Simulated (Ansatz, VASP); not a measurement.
## One calculation of TaN, two programs

INCAR

```
  ALGO = Normal
  EDIFF = 1E-6
  ENCUT = 520
  GGA = CA
  ISIF = 2
  ISMEAR = -1
  LASPH = True
  LCHARG = False
  LREAL = False
  LWAVE = False
  NBANDS = 15
  NELM = 80
  PREC = Accurate
  SIGMA = 0.02
```

File KPOINTS:

```
k-points
0
Gamma
  12 12 10
```

Contents of POSCAR:

```
TaN
1.0
    2.9379988584      0.0000000000      0.0000000000
   -1.4689994292      2.5443816477      0.0000000000
    0.0000000000      0.0000000000      2.8541700000
Ta N
1 1
Direct
    0.3333333333      0.6666666667      0.5000000000
    0.0000000000      0.0000000000      0.0000000000
```

Input for Ansatz:

```yaml
crystal:
  lattice:
    - [2.9379988584, 0.0, 0.0]
    - [-1.4689994292, 2.5443816477, 0.0]
    - [0.0, 0.0, 2.85417]
  atoms:
    - { symbol: Ta, position: [0.3333333333, 0.6666666667, 0.5] }
    - { symbol: "N", position: [0.0, 0.0, 0.0] }
kpoints:
  mp_grid: { grid: [12, 12, 10] }
  band_path:
    path:
      - [0.0, 0.0, 0.0]
      - [0.5, 0.0, 0.0]
      - [0.3333333333, 0.3333333333, 0.0]
      - [0.0, 0.0, 0.0]
      - [0.0, 0.0, 0.5]
      - [0.5, 0.0, 0.5]
      - [0.3333333333, 0.3333333333, 0.5]
      - [0.0, 0.0, 0.5]
      - [0.5, 0.0, 0.5]
    npoints: 5
scf:
  occupations: { method: fermi_dirac, width: 0.02 }
hamiltonian:
  xc: lda
  pseudopotentials: { kind: all_electron, lapw: { basis_error: 0.00025 } }
output:
  forces: true
  stress: true
  eigenvalues: true
```

Change from the starting cell: zz strain of -1 %.

Alike in both runs: task single point; functional LDA; k mesh 12 × 12 × 10; occupations fermi-dirac, width 0.02 eV; no spin polarisation.

|  | VASP | Ansatz |
| --- | --- | --- |
| version | VASP 6.6.1 | Ansatz 0.2.0 |
| potentials or method | VASP PAW LDA potentials, release 64 (Ta_pv, N), cutoff 520 eV | all-electron LAPW, scalar-relativistic |

VASP gave:

```
pressure (GPa)                                                : -6.0
traceless stress, the component that is largest in VASP (GPa) : 3.72
```

Q: Which values does Ansatz return?

A: Pressure (GPa): -7.8; traceless stress, the component that is largest in VASP (GPa): 3.54.

LDA's correlation is that of Perdew and Zunger in VASP and of Perdew and Wang (1992) in Ansatz. Ansatz ran all-electron here, and VASP with PAW potentials.

Neither program's run includes spin-orbit coupling.
